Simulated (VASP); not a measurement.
# Te2Pt (P-3m1) in VASP: further runs, part 3 of 3

VASP 6.6.1. Earlier steps stand in the parts before.

## (4) Relaxation of shape and atoms at fixed volume, PBE+D3(BJ) (volume scaled by 0.91)

Input file INCAR:

```
PREC = Accurate
ENCUT = 500
EDIFF = 1E-7
ISMEAR = 0
SIGMA = 0.1
LREAL = F
LASPH = T
NELM = 120
ALGO = Normal
ISIF = 4
LWAVE = F
LCHARG = F
GGA = PE
IVDW = 12
IBRION = 2
NSW = 50
EDIFFG = -0.01
GGA_COMPAT = F
NELMIN = 4
```

Input file KPOINTS:

```
regular mesh
0
Gamma
  12 12 8
```

Input file POSCAR:

```
Te2Pt
1.0
    3.9626340206      0.0000000000      0.0000000000
   -1.9813170103      3.4317417277      0.0000000000
    0.0000000000      0.0000000000      4.8469723029
Te Pt
2 1
Direct
    0.3333333333      0.6666666667      0.2753941412
    0.6666666667      0.3333333333      0.7246058588
    0.0000000000      0.0000000000      0.0000000000
```

Potentials or basis: VASP PAW PBE potentials, release 64 (Te, Pt).

On the command line:

```bash
$ cat potpaw_PBE.64/Te/POTCAR potpaw_PBE.64/Pt/POTCAR > POTCAR
$ mpirun -np 1 vasp_std > vasp.out
```

OUTCAR:

```text
PREC = Accurate
   ENCUT = 500
   EDIFF = 1E-7
   ISMEAR = 0
   LREAL = F
   LASPH = T
   NELM = 120
   ISIF = 4
   GGA = PE
   IVDW = 12
   IBRION = 2
   NSW = 50
   EDIFFG = -0.01
   NELMIN = 4
 IVDW          = 12

 ion  position               nearest neighbor table
   1  0.333  0.667  0.275-   3 2.65   3 2.65   3 2.65   2 3.16   2 3.16   2 3.16   2 3.52   2 3.52
                             2 3.52
   2  0.667  0.333  0.725-   3 2.65   3 2.65   3 2.65   1 3.16   1 3.16   1 3.16   1 3.52   1 3.52
                             1 3.52
   3  0.000  0.000  0.000-   1 2.65   2 2.65   1 2.65   2 2.65   2 2.65   1 2.65

  LATTYP: Found a hexagonal cell.
 ALAT       =     3.9626340206
 C/A-ratio  =     1.2231693055

  Lattice vectors:

 A1 = (   3.9626340206,   0.0000000000,   0.0000000000)
 A2 = (  -1.9813170103,   3.4317417277,   0.0000000000)
 A3 = (   0.0000000000,   0.0000000000,   4.8469723029)

Analysis of symmetry for initial positions (statically):
=====================================================================
 Subroutine PRICEL returns:
 Original cell was already a primitive cell.

 Routine SETGRP: Setting up the symmetry group for a
 hexagonal supercell.

 Subroutine GETGRP returns: Found 12 space group operations
 (whereof 12 operations were pure point group operations)
 out of a pool of 24 trial point group operations.

The static configuration has the point symmetry D_3d.

Analysis of symmetry for dynamics (positions and initial velocities):
=====================================================================
[... 161 lines left out ...]

  energy without entropy =      -13.18129885  energy(sigma->0) =      -13.18419976

------------------------ aborting loop because EDIFF is reached ----------------------------------------

 Edisp (eV)   -1.86963

 E8    (eV) :    -0.8574
[... 155 lines left out ...]
--------------------------------------- Ionic step        5  -------------------------------------------

 number of electron      22.0000001 magnetization

 Free energy of the ion-electron system (eV)
  ---------------------------------------------------
  ext. energy  EPLUGINS =         0.00000000
  ---------------------------------------------------
  free energy    TOTEN  =       -13.19261119 eV

  energy without entropy =      -13.18652364  energy(sigma->0) =      -13.18956741

 E-fermi :  10.2796     XC(G=0): -11.1120

 val. band max:       10.2501742395   @ k =   0.0000   0.3333   0.3750
 cond. band min:      10.2802843261   @ k =   0.0000   0.1667   0.2500
 fundamental gap:      0.0301100866
 Fermi energy:        10.2796361484

 k-point     1 :       0.0000    0.0000    0.0000
  band No.  band energies     occupation
      1      -4.5962      2.00000
      2      -0.0435      2.00000
      3       2.9673      2.00000
      4       4.1964      2.00000
      5       4.1964      2.00000
      6       6.3143      2.00000
      7       6.3143      2.00000
      8       7.4566      2.00000
      9       9.7687      2.00000
     10       9.7687      2.00000
     11      10.7536      0.00000
     12      10.7536      0.00000
     13      11.8087      0.00000
     14      12.9474      0.00000
[... 401 lines left out ...]
      2      -0.6153      2.00000
      3       3.3660      2.00000
      4       4.3064      2.00000
      5       4.8803      2.00000
      6       5.7460      2.00000
      7       6.2211      2.00000
      8       6.9439      2.00000
      9       8.1840      2.00000
     10       9.1459      2.00000
     11      10.5458      0.00017
     12      11.0197      0.00000
     13      12.0229      0.00000
     14      14.1670      0.00000
     15      14.6830      0.00000

 [... further k-points ...]

------------------------ aborting loop because EDIFF is reached ----------------------------------------

 Edisp (eV)   -1.87029

 E8    (eV) :    -0.8578
[... 26 lines left out ...]
  FREE ENERGIE OF THE ION-ELECTRON SYSTEM (eV)
  ---------------------------------------------------
  free  energy   TOTEN  =       -15.0629052161 eV

  energy  without entropy=      -15.0568176680  energy(sigma->0) =      -15.05986144

 reached required accuracy - stopping structural energy minimisation
```

OSZICAR:

```text
N       E                     dE             d eps       ncg     rms          rms(c)
DAV:   1     0.107965704357E+03    0.10797E+03   -0.94100E+03  3962   0.123E+03
DAV:   2    -0.940511971089E+01   -0.11737E+03   -0.11492E+03  5045   0.220E+02
DAV:   3    -0.134971887401E+02   -0.40921E+01   -0.40567E+01  4763   0.437E+01
DAV:   4    -0.135447842369E+02   -0.47595E-01   -0.47482E-01  5000   0.519E+00
[... 39 lines left out ...]
DAV:   1    -0.131926733655E+02   -0.12936E-03   -0.44920E-03  4021   0.484E-01    0.464E-02
DAV:   2    -0.131926237975E+02    0.49568E-04   -0.14226E-04  4560   0.973E-02    0.269E-02
DAV:   3    -0.131926138550E+02    0.99425E-05   -0.25006E-05  4658   0.437E-02    0.121E-02
DAV:   4    -0.131926111903E+02    0.26647E-05   -0.76409E-06  4574   0.218E-02    0.631E-03
DAV:   5    -0.131926111874E+02    0.28695E-08   -0.78645E-07  4168   0.645E-03
   5 F= -.15062905E+02 E0= -.15059861E+02  d E =-.557058E-04
```

CONTCAR:

```text
Te2Pt
   1.00000000000000
     3.9767754042829524    0.0000000000000000   -0.0000000000000000
    -1.9883877021414762    3.4439885252009526   -0.0000000000000000
     0.0000000000000000    0.0000000000000000    4.8125619985542638
  Te              Pt
     2     1
Direct
     0.3333333332999970    0.6666666667000030    0.2788945598477736
     0.6666666667000030    0.3333333332999970    0.7211054401522263
     0.0000000000000000    0.0000000000000000    0.0000000000000000

  0.00000000E+00  0.00000000E+00  0.00000000E+00
  0.00000000E+00  0.00000000E+00  0.00000000E+00
  0.00000000E+00  0.00000000E+00  0.00000000E+00
```

It took 2.2 min on 1 thread of AMD EPYC 9R45 (Zen 5), shared host; peak memory 0.26 GiB.

Results:

```
Free energy                  : -15.0629 eV
Energy gained by relaxing    : 2.1 meV/atom
Ionic steps                  : 5
Pressure after relaxing      : 8.7 GPa
Largest force after relaxing : 0.004 eV/Å
Band gap on the k mesh       : zero (band 11 reaches 11.12 eV, above the bottom of band 12 at 10.13 eV)
Dispersion energy per atom   : -0.623 eV
```

Forces in eV/Å, atoms in the order of the input:
```
Te   0.000  0.000 -0.004
Te   0.000  0.000  0.004
Pt   0.000  0.000  0.000
```

The path:
```tsv
step	energy change (eV)	largest force (eV/Å)	pressure (GPa)	volume (Å³)
1	0.0000	0.2705	9.68	65.91
2	-0.0057	0.0613	8.96	65.91
3	-0.0061	0.0161	8.70	65.91
4	-0.0061	0.0103	8.72	65.91
5	-0.0062	0.0039	8.72	65.91
```

Final structure:
```
Te Pt
1.0
     3.97678    0.00000    0.00000
    -1.98839    3.44399    0.00000
     0.00000    0.00000    4.81256
Te Pt
2 1
Direct
  0.33333 0.66667 0.27889
  0.66667 0.33333 0.72111
  0.00000 0.00000 0.00000
```

Levels at points of the mesh, in eV from the Fermi level:
| k point | band 7 | band 8 | band 9 | band 10 | band 11 | band 12 | band 13 | band 14 | band 15 |
| --- | --- | --- | --- | --- | --- | --- | --- | --- | --- |
| (0.00, 0.00, 0.00) | -3.97 | -2.82 | -0.51 | -0.51 | 0.47 | 0.47 | 1.53 | 2.67 | 4.67 |
| (0.50, 0.00, 0.00) | -4.12 | -3.63 | -3.57 | -3.12 | -3.04 | 0.08 | 3.19 | 4.21 | 5.65 |
| (0.00, 0.00, 0.50) | -4.04 | -2.26 | -1.74 | -1.74 | -1.21 | 2.53 | 2.53 | 4.32 | 4.83 |
| (0.50, 0.00, 0.50) | -3.66 | -3.58 | -3.38 | -2.25 | -0.70 | -0.11 | 1.64 | 4.67 | 5.34 |

Caveat: the cell differs from its parent crystal (volume scaled by 0.91); spin-orbit coupling is left out, which moves the levels of the heavy elements; pairwise dispersion overbinds metals, which lowers pressure and volume.

## (5) The runs side by side

| task | cell | gap on the mesh (eV) | pressure (GPa) | largest force (eV/Å) |
| --- | --- | --- | --- | --- |
| single point | a = 4.052, b = 4.052, c = 5.094 Å, angles 90.0, 90.0, 120.0°, 3 atoms | none | -0.2 | 0.01 |
| single point | a = 4.006, b = 4.006, c = 4.900 Å, angles 90.0, 90.0, 120.0°, 3 atoms | none | 5.0 | 0.02 |
| relaxation of shape and atoms at fixed volume | relaxed from a = 3.963, b = 3.963, c = 4.847 Å, angles 90.0, 90.0, 120.0°, 3 atoms | none | 8.7 | - |

Alike in all rows: level PBE+D3(BJ); potentials or basis VASP PAW PBE potentials, release 64 (Te, Pt); no spin polarisation; k mesh 12 × 12 × 8; cutoff (eV) 500; smearing gaussian 0.1 eV.

Caveats: spin-orbit coupling is left out, which moves the levels of the heavy elements; pairwise dispersion overbinds metals, which lowers pressure and volume.

Absolute energies hang on the potentials; compare differences alone.
